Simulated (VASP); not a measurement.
# Cu (Im-3m) in VASP: further runs, part 2 of 4

VASP 6.6.1. Earlier steps stand in the parts before.

### Step 3. Single point, revPBE

This run uses another cell than the first one, of 12.32 Å³/atom, 1.042 times its volume.

INCAR reads:

```
SYSTEM = Cu
PREC = Accurate
ENCUT = 520
EDIFF = 1E-7
ISMEAR = -1
SIGMA = 0.1
LREAL = .FALSE.
LASPH = .TRUE.
NELM = 60
ALGO = Normal
ISIF = 2
LWAVE = .FALSE.
LCHARG = .FALSE.
GGA = RE
NBANDS = 12
```

KPOINTS reads:

```
Automatic mesh
0
G
  17 17 17
  0 0 0
```

POSCAR reads:

```
Cu
1.0
   -1.4550685286      1.4550685286      1.4550685286
    1.4550685286     -1.4550685286      1.4550685286
    1.4550685286      1.4550685286     -1.4550685286
Cu
1
Direct
    0.0000000000      0.0000000000      0.0000000000
```

Potentials or basis: VASP PAW PBE potentials, release 64 (Cu).

Command:

```bash
$ cat potpaw_PBE.64/Cu/POTCAR > POTCAR
$ mpirun -np 1 vasp_std > vasp.out
```

OUTCAR:

```text
SYSTEM = Cu
   PREC = Accurate
   ENCUT = 520
   EDIFF = 1E-7
   ISMEAR = -1
   LREAL = .FALSE.
   LASPH = .TRUE.
   NELM = 60
   ISIF = 2
   GGA = RE

 ion  position               nearest neighbor table
   1  0.000  0.000  0.000-

  LATTYP: Found a body centered cubic cell.
 ALAT       =     2.9101370572

  Lattice vectors:

 A1 = (  -1.4550685286,   1.4550685286,   1.4550685286)
 A2 = (   1.4550685286,  -1.4550685286,   1.4550685286)
 A3 = (   1.4550685286,   1.4550685286,  -1.4550685286)

Analysis of symmetry for initial positions (statically):
=====================================================================
 Subroutine PRICEL returns:
 Original cell was already a primitive cell.

 Routine SETGRP: Setting up the symmetry group for a
 body centered cubic supercell.

 Subroutine GETGRP returns: Found 48 space group operations
[... 9 lines left out ...]

 Routine SETGRP: Setting up the symmetry group for a
 body centered cubic supercell.

 Subroutine GETGRP returns: Found 48 space group operations
[... 11 lines left out ...]
                                     Primitive cell

  volume of cell :      12.3228

  direct lattice vectors                    reciprocal lattice vectors
    -1.455068529  1.455068529  1.455068529     0.000000000  0.343626427  0.343626427
     1.455068529 -1.455068529  1.455068529     0.343626427  0.000000000  0.343626427
     1.455068529  1.455068529 -1.455068529     0.343626427  0.343626427  0.000000000

  length of vectors
     2.520252620  2.520252620  2.520252620     0.485961154  0.485961154  0.485961154

  position of ions in fractional coordinates (direct lattice)
     0.000000000  0.000000000  0.000000000

  ion indices of the primitive-cell ions
   primitive index   ion index
                 1           1

----------------------------------------------------------------------------------------

 KPOINTS: Automatic mesh

Automatic generation of k-mesh.
 Grid dimensions read from file:
 generate k-points for:   17   17   17

 Generating k-lattice:

  Cartesian coordinates                     Fractional coordinates (reciprocal lattice)
     0.000000000  0.020213319  0.020213319     0.058823529  0.000000000  0.000000000
     0.020213319  0.000000000  0.020213319     0.000000000  0.058823529  0.000000000
     0.020213319  0.020213319  0.000000000     0.000000000  0.000000000  0.058823529

  Length of vectors
     0.028585950  0.028585950  0.028585950

  Shift w.r.t. Gamma in fractional coordinates (k-lattice)
     0.000000000  0.000000000  0.000000000

 Subroutine IBZKPT returns following result:
 ===========================================

 Found    165 irreducible k-points:

 Following reciprocal coordinates:
            Coordinates               Weight
  0.000000  0.000000  0.000000      1.000000
  0.058824  0.000000  0.000000     12.000000
  0.117647  0.000000  0.000000     12.000000
  0.176471  0.000000  0.000000     12.000000
  0.235294  0.000000  0.000000     12.000000
  0.294118  0.000000  0.000000     12.000000
[... 16 lines left out ...]
  0.411765  0.117647  0.000000     48.000000
  0.176471  0.176471  0.000000     24.000000
 [... further k-points ...]
   k-points           NKPTS =    165   k-points in BZ     NKDIM =    165   number of bands    NBANDS=     12
   number of dos      NEDOS =    301   number of ions     NIONS =      1
   total plane-waves  NPLWV =   8000
   dimension x,y,z NGX =    20 NGY =   20 NGZ =   20
   dimension x,y,z NGXF=    40 NGYF=   40 NGZF=   40
   ions per type =               1
   NGX,Y,Z   is equivalent  to a cutoff of  13.19, 13.19, 13.19 a.u.
   NGXF,Y,Z  is equivalent  to a cutoff of  26.39, 26.39, 26.39 a.u.
 SYSTEM =  Cu
   PREC   = accura    normal or accurate (medium, high low for compatibility)
   ISTART =      0    job   : 0-new  1-cont  2-samecut
   ICHARG =      2    charge: 1-file 2-atom 10-const
   ISPIN  =      1    spin polarized calculation?
   LNONCOLLINEAR =      F non collinear calculations
   LSORBIT =      F    spin-orbit coupling
   LASPH  =      T    aspherical Exc in radial PAW
   ENCUT  =  520.0 eV  38.22 Ry    6.18 a.u.   4.69  4.69  4.69*2*pi/ulx,y,z
   NELM   =     60;   NELMIN=  2; NELMDL= -5     # of ELM steps
   EDIFF  = 0.1E-06   stopping-criterion for ELM
   LREAL  =      F    real-space projection
   EDIFFG = 0.1E-05   stopping-criterion for IOM
   NSW    =      0    number of steps for IOM
   IBRION =     -1    ionic relax: 0-MD 1-quasi-New 2-CG
   NFREE  =      0    steps in history (QN), initial steepest desc. (CG)
   ISIF   =      2    stress and relaxation
   ISYM   =      2    0-nonsym 1-usesym 2-fastsym
   POTIM  = 0.5000    time-step for ionic-motion
   TEBEG  =    0.0;   TEEND  =   0.0 temperature during run
   PSTRESS=    0.0 pullay stress
   NELECT =      11.0000    total number of electrons
   NUPDOWN=      -1.0000    fix difference up-down
   EMIN   =  10.00;   EMAX   =-10.00  energy-range for DOS
   EFERMI =   0.00;   METHOD = LEGACY
   ISMEAR =    -1;   SIGMA  =   0.10  broadening in eV -4-tet -1-fermi 0-gaus
   EFERMI_NEDOS =   21; number of points for ismear=-14 and -15
   IALGO  =     38    algorithm
   IMIX   =      4    mixing-type and parameters
     AMIX     =   0.40;   BMIX     =  1.00
     AMIX_MAG =   1.60;   BMIX_MAG =  1.00
  volume/ion in A,a.u.               =      12.32        83.16
  Fermi-wavevector in a.u.,A,eV,Ry     =   1.576288  2.978753 33.806183  2.484684
  Thomas-Fermi vector in A             =   2.677144
   LORBIT       =      0    0 simple, 1 ext, 2 COOP (PROOUT), +10 PAW based schemes
   GGA     = RE    functional components
   LHFCALC =     F    Hartree Fock is set to
   AEXX    =    0.0000 exact exchange contribution
   IVDW    =     0    specifies the selected vdW correction
   LEPSILON=     F    determine dielectric tensor
   LRPA    =     F    only Hartree local field effects (RPA)
 non-spin polarized calculation
  energy-cutoff  :      520.00
  volume of cell :       12.32
 maximum number of plane-waves:       350
   NGX =  9   NGY =  9   NGZ =  9

 number of electron      11.0000011 magnetization

 Free energy of the ion-electron system (eV)
  ---------------------------------------------------
  ext. energy  EPLUGINS =         0.00000000
  ---------------------------------------------------
  free energy    TOTEN  =        -3.32455379 eV

  energy without entropy =       -3.31522551  energy(sigma->0) =       -3.31988965

 E-fermi :   7.1649     XC(G=0): -12.3815

 val. band max:        7.1052141342   @ k =   0.4706   0.0588   0.0000
 cond. band min:       7.1658146581   @ k =  -0.3529   0.4706   0.0588
 fundamental gap:      0.0606005239
 Fermi energy:         7.1648963863

 k-point     1 :       0.0000    0.0000    0.0000
  band No.  band energies     occupation
      1      -1.8351      2.00000
      2       4.2178      2.00000
      3       4.2178      2.00000
      4       4.2178      2.00000
      5       5.1639      2.00000
      6       5.1639      2.00000
      7      31.7958      0.00000
      8      31.7958      0.00000
      9      31.7958      0.00000
     10      34.7333      0.00000
     11      34.7333      0.00000
     12      34.7333      0.00000

 k-point     2 :       0.0588    0.0000    0.0000
  band No.  band energies     occupation
      1      -1.7056      2.00000
      2       4.1946      2.00000
      3       4.2170      2.00000
      4       4.2658      2.00000
      5       5.1412      2.00000
      6       5.1657      2.00000
      7      30.2671      0.00000
      8      31.3966      0.00000
      9      31.4363      0.00000
     10      33.2449      0.00000
     11      33.4683      0.00000
     12      33.7608      0.00000

 k-point     3 :       0.1176    0.0000    0.0000
  band No.  band energies     occupation
      1      -1.3220      2.00000
      2       4.1283      2.00000
      3       4.2090      2.00000
      4       4.4052      2.00000
      5       5.0865      2.00000
      6       5.1713      2.00000
      7      27.3004      0.00000
      8      30.1329      0.00000
      9      30.6986      0.00000
     10      31.3308      0.00000
     11      32.5625      0.00000
     12      33.7258      0.00000
[... 286 lines left out ...]
 k-point    23 :       0.4118    0.1176    0.0000
  band No.  band energies     occupation
      1       2.6000      2.00000
      2       3.5888      2.00000
      3       4.7905      2.00000
      4       5.1086      2.00000
      5       5.4780      2.00000
      6       7.6703      0.01268
      7      11.7461      0.00000
      8      20.6704      0.00000
      9      24.0907      0.00000
     10      29.8449      0.00000
     11      33.9556      0.00000
     12      38.0892      0.00000

 k-point    24 :       0.1765    0.1765    0.0000
  band No.  band energies     occupation
      1       1.2810      2.00000
      2       3.8624      2.00000
      3       3.9009      2.00000
      4       4.9600      2.00000
      5       5.2554      2.00000
      6       5.5359      2.00000
      7      20.1478      0.00000
      8      20.5078      0.00000
      9      25.9166      0.00000
     10      31.3070      0.00000
     11      33.5792      0.00000
     12      37.1394      0.00000

 [... further k-points ...]
[... 5 lines left out ...]
  --------------------------------------------------------------------------------------
  -------------------------------------------------------------------------------------
  Total        0.0407802      0.0407802      0.0407802      0.0000000     -0.0000000      0.0000000
  in kB        5.3021260      5.3021260      5.3021260      0.0000000     -0.0000000      0.0000000
  external PRESSURE =       5.3021260 kB  Pullay stress =       0.0000000 kB

 VOLUME and BASIS-vectors are now :
 -----------------------------------------------------------------------------
  energy-cutoff  :      520.00
  volume of cell :       12.32
      direct lattice vectors                 reciprocal lattice vectors
    -1.455068529  1.455068529  1.455068529     0.000000000  0.343626427  0.343626427
     1.455068529 -1.455068529  1.455068529     0.343626427  0.000000000  0.343626427
     1.455068529  1.455068529 -1.455068529     0.343626427  0.343626427  0.000000000

 POSITION                                       TOTAL-FORCE (eV/Angst)
 -----------------------------------------------------------------------------------
      0.00000      0.00000      0.00000        -0.000000     -0.000000     -0.000000
 -----------------------------------------------------------------------------------
    total drift:                                0.000000     -0.000000      0.000000

  FREE ENERGIE OF THE ION-ELECTRON SYSTEM (eV)
  ---------------------------------------------------
  free  energy   TOTEN  =        -3.3245537927 eV

  energy  without entropy=       -3.3152255072  energy(sigma->0) =       -3.31988965
```

Run time: 18 s. Hardware: 1 thread of AMD EPYC 7R13 (Zen 3), shared host; peak memory 0.11 GiB.

What came out:

| Property | Result |
| --- | --- |
| Free energy | -3.3246 eV |
| Pressure | 0.5 GPa |

Levels at points of the mesh, in eV from the Fermi level:
| k point | band 3 | band 4 | band 5 | band 6 | band 7 | band 8 | band 9 | band 10 |
| --- | --- | --- | --- | --- | --- | --- | --- | --- |
| (0.00, 0.00, 0.00) | -2.95 | -2.95 | -2.00 | -2.00 | 24.63 | 24.63 | 24.63 | 27.57 |

Caveat: the PAW data sets were made with another functional, which shifts forces and pressure a little.

(Continued in part 3 of 4.)
